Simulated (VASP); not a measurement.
KI:

```
K I
1.0
     0.00000    3.54429    3.54429
     3.54429    0.00000    3.54429
     3.54429    3.54429    0.00000
K I
1 1
Direct
  0.00000 0.00000 0.00000
  0.50000 0.50000 0.50000
```

Base run:

| Property | Result |
| --- | --- |
| Program | VASP 6.6.1 |
| Functional | r2SCAN |
| Potentials or basis | VASP PAW PBE potentials, release 64 (K_sv, I) |
| Cutoff | 520 eV |
| k mesh | 4 × 4 × 4 |
| Occupations | gaussian, width 0.01 eV |
| Spin | no spin polarisation |

Its results: band gap on the k mesh 4.58 eV; pressure 0.0 GPa.

**Question.** The run is repeated on the same cell with these changes: functional from r2SCAN to PBE; further incar settings from ALGO = Normal; EDIFF = 1e-06; NBANDS = 15 to ALGO = Normal; EDIFF = 1e-07; NBANDS = 15. What comes out?

**Answer.** Band gap on the k mesh 3.94 eV; pressure 0.5 GPa.

Caveats: spin-orbit coupling is left out, which moves the levels of the heavy elements; the PAW data sets were made with another functional, which shifts forces and pressure a little (at least some runs).

